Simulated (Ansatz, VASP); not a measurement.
**TaN in VASP and in Ansatz**

```xyz
4
Lattice="3.0195 0.0000 0.0000 -1.5098 2.6150 0.0000 0.0000 0.0000 4.9400" Properties=species:S:1:pos:R:3 pbc="T T T"
Ta    0.0000    1.7433    0.0000
Ta    1.5098    0.8717    2.4700
N     0.0000    1.7433    1.9019
N     1.5098    0.8717    4.3719
```

Change from the starting cell: equal xx and yy strain of -1 %, crystal datasets.

Alike in both runs: task electric field gradients; functional LDA; k mesh 9 × 9 × 5; occupations fermi-dirac, width 0.03 eV; no spin polarisation.

|  | VASP | Ansatz |
| --- | --- | --- |
| version | VASP 6.6.1 | Ansatz 0.2.0 |
| potentials or method | VASP PAW LDA potentials, release 64 (Ta_pv, N), cutoff 520 eV | all-electron PAW with datasets made for the crystal, scalar-relativistic |

Ansatz gave:

- pressure (GPa): 130.7
- traceless stress, the component that is largest in VASP (GPa): -21.36
- rms of the force components (eV/Å): 1.618
- size of Vzz on the site where it differs most (V/Å²): 132.9

Q: Which values does VASP return?

A: Pressure (GPa): 137.8; traceless stress, the component that is largest in VASP (GPa): -22.31; rms of the force components (eV/Å): 1.646; size of Vzz on the site where it differs most (V/Å²): 140.9.

LDA's correlation is that of Perdew and Zunger in VASP and of Perdew and Wang (1992) in Ansatz. Atom by atom the forces differ by 0.028 eV/Å (rms over components). Both programs put the cell under a high pressure, so it lies far from rest at this level. Ansatz ran all-electron here, and VASP with PAW potentials.

Spin-orbit coupling is off throughout. Noted on VASP's run: the cell as given lies far from equilibrium.
